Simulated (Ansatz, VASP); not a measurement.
**V2O3 in VASP and in Ansatz**

```
CELL_PARAMETERS angstrom
2.47091 1.42658 4.66343
-2.47091 1.42658 4.66343
0.00000 -2.85316 4.66343
ATOMIC_POSITIONS crystal
V 0.34140 0.34140 0.34140
V 0.15860 0.15860 0.15860
V 0.65860 0.65860 0.65860
V 0.84140 0.84140 0.84140
O 0.92690 0.25000 0.57310
O 0.57310 0.92690 0.25000
O 0.25000 0.57310 0.92690
O 0.07310 0.75000 0.42690
O 0.42690 0.07310 0.75000
O 0.75000 0.42690 0.07310
```

Alike in both runs: functional PBE; k mesh 9 × 9 × 9; occupations fermi-dirac, width 0.05 eV; collinear spin.

Ansatz relaxed the structure, and its values are those at the end. VASP's run is a single point on that final structure, the one shown.

|  | VASP | Ansatz |
| --- | --- | --- |
| version | VASP 6.6.1 | Ansatz 0.2.0 |
| potentials or method | VASP PAW PBE potentials, release 64 (V_sv, O) | plane-wave PAW, scalar-relativistic |
| plane-wave cutoff (eV) | 600 | 420 |
| valence electrons in the cell | 88 | 88 |

VASP gave:

| Quantity | Value |
| --- | --- |
| pressure (GPa) | -1.6 |
| rms of the force components (eV/Å) | 0.011 |
| net moment per atom (μB) | 0.45 |
| size of the moment on the site where the two differ most (μB) | 1.07 |

Task: Estimate Ansatz's values.

Result: Pressure (GPa): -2.3; rms of the force components (eV/Å): 0.002; net moment per atom (μB): 0.45; size of the moment on the site where the two differ most (μB): 0.86.

Site moments also hang on the region over which each program counts them. Ansatz's warnings: stress scf threshold loose.
